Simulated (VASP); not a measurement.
Here is a VASP 6.6.1 calculation.

INCAR

```
SYSTEM = PtSe2
  PREC = Accurate
  ENCUT = 520
  EDIFF = 1E-6
  ISMEAR = 0
  SIGMA = 0.15
  LREAL = .FALSE.
  LASPH = .TRUE.
  NELM = 80
  ALGO = Normal
  ISIF = 2
  LWAVE = .FALSE.
  LCHARG = .FALSE.
  GGA = PS
  IVDW = 12
  NBANDS = 18
```

Contents of KPOINTS:

```
Automatic mesh
0
G
  12 12 10
  0 0 0
```

The input POSCAR:

```
PtSe2
1.0
    3.9474406409      0.0000000000      0.0000000000
   -1.9737203204      3.4185838749      0.0000000000
    0.0000000000      0.0000000000      5.0620000000
Pt Se
1 2
Direct
    0.0000000000      0.0000000000      0.0000000000
    0.3333333333      0.6666666667      0.2500000000
    0.6666666667      0.3333333333      0.7500000000
```

Potentials or basis: VASP PAW PBE potentials, release 64 (Pt, Se).

The run is started by

```sh
$ cat potpaw_PBE.64/Pt/POTCAR potpaw_PBE.64/Se/POTCAR > POTCAR
$ mpirun -np 1 vasp_std > vasp.out
```

(1) Predict the pressure.

(2) Estimate the dispersion energy per atom.

(3) Predict the band gap on the k mesh.

(4) Estimate the largest force.

Results:

(1) -13.9 GPa.

(2) -0.379 eV.

(3) zero (bands 11 and 12 overlap by 0.59 eV).

(4) 0.720 eV/Å.

Caveat: the cell differs from its parent crystal (strain +0.0600 x Voigt [1, 1, 0, 0, 0, 0]); the stress differs along the axes, from -16 to -10 GPa; the PAW data sets were made with another functional, which shifts forces and pressure a little; spin-orbit coupling is left out, which moves the levels of the heavy elements.
